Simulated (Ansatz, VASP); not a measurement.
**Two plane-wave programs on GaN**

INCAR

```
PREC     = Accurate       # precision mode
ENCUT    = 1330           # plane-wave cutoff, eV
EDIFF    = 1E-6           # SCF threshold, eV
ISMEAR   = 0              # smearing method
SIGMA    = 0.02           # smearing width, eV
LREAL    = False          # projectors in reciprocal space
LASPH    = True           # aspherical terms in the spheres
NELM     = 120            # most SCF steps
ALGO     = Normal         # electronic algorithm
ISIF     = 2              # what is computed and relaxed
LWAVE    = False          # write WAVECAR
LCHARG   = False          # write CHGCAR
NBANDS   = 26             # bands
GGA_COMPAT= False
```

File KPOINTS:

```
regular mesh
0
Gamma
  8 6 8
```

POSCAR

```
GaN
1.0
    3.1503047988      0.0000000000      0.0000000000
    0.0000000000      4.4552037582      0.0000000000
    0.0000000000      0.0000000000      3.1503047988
Ga N
2 2
Direct
    0.0000000000      0.0000000000      0.0000000000
    0.5000000000      0.5000000000      0.5000000000
    0.5000000000      0.2500000000      0.0000000000
    0.0000000000      0.7500000000      0.5000000000
```

Input for Ansatz:

```yaml
crystal:
  lattice:
    - [3.1503047988, 0.0, 0.0]
    - [0.0, 4.4552037582, 0.0]
    - [0.0, 0.0, 3.1503047988]
  atoms:
    - { symbol: Ga, position: [0.0, 0.0, 0.0] }
    - { symbol: "N", position: [0.5, 0.25, 0.0] }
    - { symbol: Ga, position: [0.5, 0.5, 0.5] }
    - { symbol: "N", position: [0.0, 0.75, 0.5] }
basis:
  ecutwfc: 420
kpoints:
  mp_grid: { grid: [8, 6, 8] }
  band_path:
    path:
      - [[0.0, 0.0, 0.0], [0.0, 1.0, 0.0], [0.0, 1.0, 0.25]]
      - [[0.375, 0.75, 0.375], [0.0, 0.0, 0.0], [0.0, 0.5, 0.5], [0.25, 1.0, 0.25], [0.0, 1.0, 0.0]]
    npoints: 10
hamiltonian:
  xc: lda
  pseudopotentials: { kind: paw, azcp: { folder: soft_1 } }
scf:
  occupations: { method: gaussian, width: 0.02 }
  n_extra_bands: 8
output:
  forces: true
  stress: true
  eigenvalues: true
```

Alike in both runs: task single point; functional LDA; k mesh 8 × 6 × 8; occupations gaussian, width 0.02 eV; no spin polarisation.

|  | VASP | Ansatz |
| --- | --- | --- |
| version | VASP 6.6.1 | Ansatz 0.2.0 |
| potentials or method | VASP PAW LDA potentials, release 64 (Ga_d, N_h), cutoff 1330 eV | scalar-relativistic, plane waves, PAW |
| valence electrons in the cell | 36 | 36 |

Ansatz gave:

```
gap on the k mesh at the Fermi level (eV) : 1.96
least direct gap on the mesh (eV)         : 1.96
pressure (GPa)                            : 0.0
```

Estimate VASP's values.

gap on the k mesh at the Fermi level (eV): 1.98; least direct gap on the mesh (eV): 1.98; pressure (GPa): 2.0.

Ansatz warns that its potentials were made for another functional, while VASP's fit it. LDA's correlation is that of Perdew and Zunger in VASP and of Perdew and Wang (1992) in Ansatz.
